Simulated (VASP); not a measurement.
# LiF (P6_3mc) in VASP: notebook, part 2 of 2

VASP 6.6.1. The steps go on from the part before.

## (3) Single point, PBE

This run uses another cell than the first one, of the same volume but with other edges.

INCAR

```
PREC     = Accurate       # precision mode
ENCUT    = 520            # plane-wave cutoff, eV
EDIFF    = 1E-6           # SCF threshold, eV
ISMEAR   = 0              # smearing method
SIGMA    = 0.05           # smearing width, eV
LREAL    = F              # projectors in reciprocal space
LASPH    = T              # aspherical terms in the spheres
NELM     = 100            # most SCF steps
ALGO     = Normal         # electronic algorithm
ISIF     = 2              # what is computed and relaxed
LWAVE    = F              # write WAVECAR
LCHARG   = F              # write CHGCAR
GGA      = PE             # functional
NBANDS   = 18             # bands
```

KPOINTS

```
regular mesh
0
Gamma
  9 9 6
```

POSCAR

```
LiF
1.0
    3.0932795901      0.0000000000      0.0000000000
   -1.5466397950      2.6788587060      0.0000000000
    0.0000000000      0.0000000000      5.0058543606
Li F
2 2
Direct
    0.3333333333      0.6666666667      0.4116718394
    0.6666666667      0.3333333333      0.9116718394
    0.3333333333      0.6666666667      0.9939266766
    0.6666666667      0.3333333333      0.4939266766
```

Potentials or basis: VASP PAW PBE potentials, release 64 (Li_sv, F).

Launch:

```sh
> cat potpaw_PBE.64/Li_sv/POTCAR potpaw_PBE.64/F/POTCAR > POTCAR
> mpirun -np 1 vasp_std > vasp.out
```

OUTCAR:

```text
PREC = Accurate
   ENCUT = 520
   EDIFF = 1E-6
   ISMEAR = 0
   LREAL = F
   LASPH = T
   NELM = 100
   ISIF = 2
   GGA = PE

 ion  position               nearest neighbor table
   1  0.333  0.667  0.412-   4 1.83   4 1.83   4 1.83   3 2.09
   2  0.667  0.333  0.912-   3 1.83   3 1.83   3 1.83   4 2.09
   3  0.333  0.667  0.994-   2 1.83   2 1.83   2 1.83   1 2.09
   4  0.667  0.333  0.494-   1 1.83   1 1.83   1 1.83   2 2.09

  LATTYP: Found a hexagonal cell.
 ALAT       =     3.0932795901
 C/A-ratio  =     1.6183000000

  Lattice vectors:

 A1 = (   3.0932795901,   0.0000000000,   0.0000000000)
 A2 = (  -1.5466397950,   2.6788587060,   0.0000000000)
 A3 = (   0.0000000000,   0.0000000000,   5.0058543606)

Analysis of symmetry for initial positions (statically):
=====================================================================
 Subroutine PRICEL returns:
 Original cell was already a primitive cell.

 Routine SETGRP: Setting up the symmetry group for a
 hexagonal supercell.

 Subroutine GETGRP returns: Found 12 space group operations
 (whereof  6 operations were pure point group operations)
 out of a pool of 24 trial point group operations.

The static configuration has the point symmetry C_3v.
 The point group associated with its full space group is C_6v.

Analysis of symmetry for dynamics (positions and initial velocities):
=====================================================================
 Subroutine PRICEL returns:
 Original cell was already a primitive cell.

 Routine SETGRP: Setting up the symmetry group for a
 hexagonal supercell.

 Subroutine GETGRP returns: Found 12 space group operations
 (whereof  6 operations were pure point group operations)
 out of a pool of 24 trial point group operations.

The dynamic configuration has the point symmetry C_3v.
 The point group associated with its full space group is C_6v.

 Subroutine INISYM returns: Found 12 space group operations
 (whereof  6 operations are pure point group operations),
 and found     1 'primitive' translations

----------------------------------------------------------------------------------------

                                     Primitive cell

  volume of cell :      41.4808

  direct lattice vectors                    reciprocal lattice vectors
     3.093279590  0.000000000  0.000000000     0.323281479  0.186646649  0.000000000
    -1.546639795  2.678858706  0.000000000     0.000000000  0.373293298  0.000000000
     0.000000000  0.000000000  5.005854361     0.000000000  0.000000000  0.199766099

  length of vectors
     3.093279590  3.093279590  5.005854361     0.373293298  0.373293298  0.199766099

  position of ions in fractional coordinates (direct lattice)
     0.333333333  0.666666667  0.411671839
     0.666666667  0.333333333  0.911671839
     0.333333333  0.666666667  0.993926677
     0.666666667  0.333333333  0.493926677

  ion indices of the primitive-cell ions
   primitive index   ion index
                 1           1
                 2           2
                 3           3
                 4           4

----------------------------------------------------------------------------------------

 KPOINTS: regular mesh

Automatic generation of k-mesh.
 Grid dimensions read from file:
 generate k-points for:    9    9    6

 Generating k-lattice:

  Cartesian coordinates                     Fractional coordinates (reciprocal lattice)
     0.035920164  0.020738517  0.000000000     0.111111111  0.000000000  0.000000000
     0.000000000  0.041477033  0.000000000     0.000000000  0.111111111  0.000000000
     0.000000000  0.000000000  0.033294350     0.000000000  0.000000000  0.166666667

  Length of vectors
     0.041477033  0.041477033  0.033294350

  Shift w.r.t. Gamma in fractional coordinates (k-lattice)
     0.000000000  0.000000000  0.000000000

 Subroutine IBZKPT returns following result:
 ===========================================

 Found     48 irreducible k-points:

 Following reciprocal coordinates:
            Coordinates               Weight
  0.000000  0.000000  0.000000      1.000000
  0.111111  0.000000  0.000000      6.000000
  0.222222 -0.000000  0.000000      6.000000
  0.333333 -0.000000  0.000000      6.000000
  0.444444 -0.000000  0.000000      6.000000
  0.111111  0.111111  0.000000      6.000000
[... 16 lines left out ...]
  0.333333  0.222222  0.166667     24.000000
  0.333333  0.333333  0.166667      4.000000
 [... further k-points ...]
   k-points           NKPTS =     48   k-points in BZ     NKDIM =     48   number of bands    NBANDS=     18
   number of dos      NEDOS =    301   number of ions     NIONS =      4
   total plane-waves  NPLWV =  23040
   dimension x,y,z NGX =    24 NGY =   24 NGZ =   40
   dimension x,y,z NGXF=    48 NGYF=   48 NGZF=   80
   ions per type =               2   2
   NGX,Y,Z   is equivalent  to a cutoff of  12.90, 12.90, 13.28 a.u.
   NGXF,Y,Z  is equivalent  to a cutoff of  25.80, 25.80, 26.57 a.u.
 SYSTEM =  unknown system
   PREC   = accura    normal or accurate (medium, high low for compatibility)
   ISTART =      0    job   : 0-new  1-cont  2-samecut
   ICHARG =      2    charge: 1-file 2-atom 10-const
   ISPIN  =      1    spin polarized calculation?
   LNONCOLLINEAR =      F non collinear calculations
   LSORBIT =      F    spin-orbit coupling
   LASPH  =      T    aspherical Exc in radial PAW
   ENCUT  =  520.0 eV  38.22 Ry    6.18 a.u.   5.75  5.75  9.31*2*pi/ulx,y,z
   NELM   =    100;   NELMIN=  2; NELMDL= -5     # of ELM steps
   EDIFF  = 0.1E-05   stopping-criterion for ELM
   LREAL  =      F    real-space projection
[... 7 lines left out ...]
   TEBEG  =    0.0;   TEEND  =   0.0 temperature during run
   PSTRESS=    0.0 pullay stress
   NELECT =      20.0000    total number of electrons
   NUPDOWN=      -1.0000    fix difference up-down
   EMIN   =  10.00;   EMAX   =-10.00  energy-range for DOS
   EFERMI =   0.00;   METHOD = LEGACY
   ISMEAR =     0;   SIGMA  =   0.05  broadening in eV -4-tet -1-fermi 0-gaus
   EFERMI_NEDOS =   21; number of points for ismear=-14 and -15
   IALGO  =     38    algorithm
   IMIX   =      4    mixing-type and parameters
     AMIX     =   0.40;   BMIX     =  1.00
     AMIX_MAG =   1.60;   BMIX_MAG =  1.00
  volume/ion in A,a.u.               =      10.37        69.98
  Fermi-wavevector in a.u.,A,eV,Ry     =   1.283716  2.425872 22.421420  1.647928
  Thomas-Fermi vector in A             =   2.415953
   LORBIT       =      0    0 simple, 1 ext, 2 COOP (PROOUT), +10 PAW based schemes
   GGA     = PE    functional components
   LHFCALC =     F    Hartree Fock is set to
   AEXX    =    0.0000 exact exchange contribution
   IVDW    =     0    specifies the selected vdW correction
   LEPSILON=     F    determine dielectric tensor
   LRPA    =     F    only Hartree local field effects (RPA)
 non-spin polarized calculation
 Gauss-broadening in eV      SIGMA  =   0.05
  energy-cutoff  :      520.00
  volume of cell :       41.48
 maximum number of plane-waves:      1134
 NGX is ok and might be reduce to    24

 number of electron      19.9999968 magnetization

 Free energy of the ion-electron system (eV)
  ---------------------------------------------------
  ext. energy  EPLUGINS =         0.00000000
  ---------------------------------------------------
  free energy    TOTEN  =       -19.22707965 eV

  energy without entropy =      -19.22707965  energy(sigma->0) =      -19.22707965

 E-fermi :  -2.3093     XC(G=0):  -8.6354

 val. band max:       -2.5818822721   @ k =   0.0000   0.0000   0.0000
 cond. band min:       4.8923487637   @ k =   0.0000   0.0000   0.0000
 fundamental gap:      7.4742310358
 Fermi energy:        -2.3093393360

 k-point     1 :       0.0000    0.0000    0.0000
  band No.  band energies     occupation
      1     -43.2078      2.00000
      2     -43.1811      2.00000
      3     -22.0384      2.00000
      4     -21.7972      2.00000
      5      -4.7573      2.00000
      6      -3.1353      2.00000
[... 10 lines left out ...]
     17      16.6843      0.00000
     18      16.8729      0.00000
[... 463 lines left out ...]
 k-point    24 :       0.3333    0.3333    0.1667
  band No.  band energies     occupation
      1     -43.1681      2.00000
      2     -43.1681      2.00000
      3     -21.8559      2.00000
      4     -21.8559      2.00000
      5      -4.6091      2.00000
      6      -3.8713      2.00000
[... 10 lines left out ...]
     17      15.2897      0.00000
     18      18.1539      0.00000

 [... further k-points ...]

------------------------ aborting loop because EDIFF is reached ----------------------------------------

  FORCE on cell =-STRESS in cart. coord.  units (eV):
  Direction    XX          YY          ZZ          XY          YZ          ZX
  --------------------------------------------------------------------------------------
  -------------------------------------------------------------------------------------
  Total        0.7418066      0.7418066     -0.8403504      0.0000000      0.0000000      0.0000000
  in kB       28.6519422     28.6519422    -32.4581546      0.0000000      0.0000000      0.0000000
  external PRESSURE =       8.2819099 kB  Pullay stress =       0.0000000 kB

 VOLUME and BASIS-vectors are now :
 -----------------------------------------------------------------------------
  energy-cutoff  :      520.00
  volume of cell :       41.48
      direct lattice vectors                 reciprocal lattice vectors
     3.093279590  0.000000000  0.000000000     0.323281479  0.186646649  0.000000000
    -1.546639795  2.678858706  0.000000000     0.000000000  0.373293298  0.000000000
     0.000000000  0.000000000  5.005854361     0.000000000  0.000000000  0.199766099

 POSITION                                       TOTAL-FORCE (eV/Angst)
 -----------------------------------------------------------------------------------
     -0.00000      1.78591      2.06077        -0.000000      0.000000     -0.293049
      1.54664      0.89295      4.56370         0.000000     -0.000000     -0.293049
     -0.00000      1.78591      4.97545        -0.000000      0.000000      0.293049
      1.54664      0.89295      2.47253        -0.000000      0.000000      0.293049
 -----------------------------------------------------------------------------------
    total drift:                                0.000001      0.000002      0.000170

  FREE ENERGIE OF THE ION-ELECTRON SYSTEM (eV)
  ---------------------------------------------------
  free  energy   TOTEN  =       -19.2270796537 eV

  energy  without entropy=      -19.2270796537  energy(sigma->0) =      -19.22707965
```

Wall time 42 s (1 thread of Intel Xeon 8259CL, shared host); peak memory 0.17 GiB.

Results:

```
Free energy            : -19.2271 eV
Largest force          : 0.293 eV/Å
Band gap on the k mesh : 7.47 eV
```

Forces on the atoms (eV/Å):
```
Li   0.000  0.000 -0.293
Li   0.000  0.000 -0.293
F    0.000  0.000  0.293
F    0.000  0.000  0.293
```

Levels at points of the mesh, in eV from the valence-band top:
```csv
k point,band 7,band 8,band 9,band 10,band 11,band 12,band 13,band 14
"(0.00, 0.00, 0.00)",-0.55,-0.31,-0.31,0.00,7.47,11.56,14.69,18.37
"(0.00, 0.00, 0.50)",-0.43,-0.43,-0.43,-0.43,9.17,9.17,16.85,16.85
```

Caveat: the cutoff is under 1.25 times the usual one of these potentials, so pressure, stress and relaxed cells hold a basis-set (Pulay) error. A k mesh can miss the band edges.

## (4) Single point, PBE

INCAR

```
PREC = Accurate
ENCUT = 520
EDIFF = 1E-6
ISMEAR = 0
SIGMA = 0.05
LREAL = F
LASPH = T
NELM = 80
ALGO = Normal
ISIF = 2
LWAVE = F
LCHARG = T
GGA = PE
LELF = T
LVHAR = T
NBANDS = 18
```

KPOINTS is that of step 3.

POSCAR

```
LiF
1.0
    3.0774506209      0.0000000000      0.0000000000
   -1.5387253104      2.6651504166      0.0000000000
    0.0000000000      0.0000000000      5.0574823504
Li F
2 2
Direct
    0.3333333333      0.6666666667      0.4014716674
    0.6666666667      0.3333333333      0.9014716674
    0.3333333333      0.6666666667      0.9939266766
    0.6666666667      0.3333333333      0.4939266766
```

Launch:

```sh
> cat potpaw_PBE.64/Li_sv/POTCAR potpaw_PBE.64/F/POTCAR > POTCAR
> mpirun -np 1 vasp_std > vasp.out
```

Run time: 42 s. Hardware: 1 thread of Intel Xeon 8259CL, shared host; peak memory 0.17 GiB.

It converged, with:

- Free energy: -19.2404 eV
- Largest force: 0.279 eV/Å
- Band gap on the k mesh: 7.53 eV

Forces in eV/Å, atoms in the order of the input:
```
Li   0.000  0.000 -0.279
Li   0.000  0.000 -0.279
F    0.000  0.000  0.279
F    0.000  0.000  0.279
```

Levels at points of the mesh, in eV from the valence-band top:
| k point | band 6 | band 7 | band 8 | band 9 | band 10 | band 11 | band 12 | band 13 | band 14 | band 15 |
| --- | --- | --- | --- | --- | --- | --- | --- | --- | --- | --- |
| (0.00, 0.00, 0.00) | -0.45 | -0.45 | -0.22 | -0.22 | 0.00 | 7.53 | 11.53 | 14.67 | 18.56 | 18.56 |
| (0.00, 0.00, 0.50) | -1.13 | -0.34 | -0.34 | -0.34 | -0.34 | 9.19 | 9.19 | 16.81 | 16.81 | 18.81 |

Caveat: the cutoff is under 1.25 times the usual one of these potentials, so pressure, stress and relaxed cells hold a basis-set (Pulay) error. A k mesh can miss the band edges.

## (5) Summary

```tsv
cell	gap on the mesh (eV)	largest force (eV/Å)
a = 3.047, b = 3.047, c = 5.160 Å, angles 90.0, 90.0, 120.0°, 4 atoms, atomic positions A	7.65	0.19
a = 3.093, b = 3.093, c = 5.006 Å, angles 90.0, 90.0, 120.0°, 4 atoms, atomic positions B	7.47	0.29
a = 3.077, b = 3.077, c = 5.057 Å, angles 90.0, 90.0, 120.0°, 4 atoms, atomic positions C	7.53	0.28
```

Alike in all rows: task single point; level PBE; potentials or basis VASP PAW PBE potentials, release 64 (Li_sv, F); no spin polarisation; k mesh 9 × 9 × 6; cutoff (eV) 520; smearing gaussian 0.05 eV.

Caveats: the cutoff is under 1.25 times the usual one of these potentials, so pressure, stress and relaxed cells hold a basis-set (Pulay) error.

Absolute energies hang on the potentials; compare differences alone.
